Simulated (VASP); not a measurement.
Input of a VASP 6.6.1 run:

INCAR

```
SYSTEM = In
PREC = Accurate
ENCUT = 520
EDIFF = 1E-6
ISMEAR = -1
SIGMA = 0.1
LREAL = .False.
LASPH = .True.
NELM = 100
ALGO = Normal
ISIF = 2
LWAVE = .False.
LCHARG = .False.
GGA = CA
NBANDS = 20
```

KPOINTS

```
Automatic mesh
0
Gamma
  10 10 10
  0 0 0
```

POSCAR

```
In
1.0
    0.0000000000      3.0970168113      3.0970168113
    3.0970168113      0.0000000000      3.0970168113
    3.0970168113      3.0970168113      0.0000000000
In
2
Direct
    0.1250000000      0.1250000000      0.1250000000
    0.8750000000      0.8750000000      0.8750000000
```

Potentials or basis: VASP PAW LDA potentials, release 64 (In_d).

Launch:

```bash
$ cat potpaw_LDA.64/In_d/POTCAR > POTCAR
$ mpirun -np 1 vasp_std > vasp.out
```

Task: What does it give for the pressure?

Result: 5.8 GPa.

Task: What does it give for the band gap on the k mesh?

Result: Zero (band 13 reaches 8.38 eV, above the bottom of band 14 at 3.94 eV).

Caveat: spin-orbit coupling is left out, which moves the levels of the heavy elements.
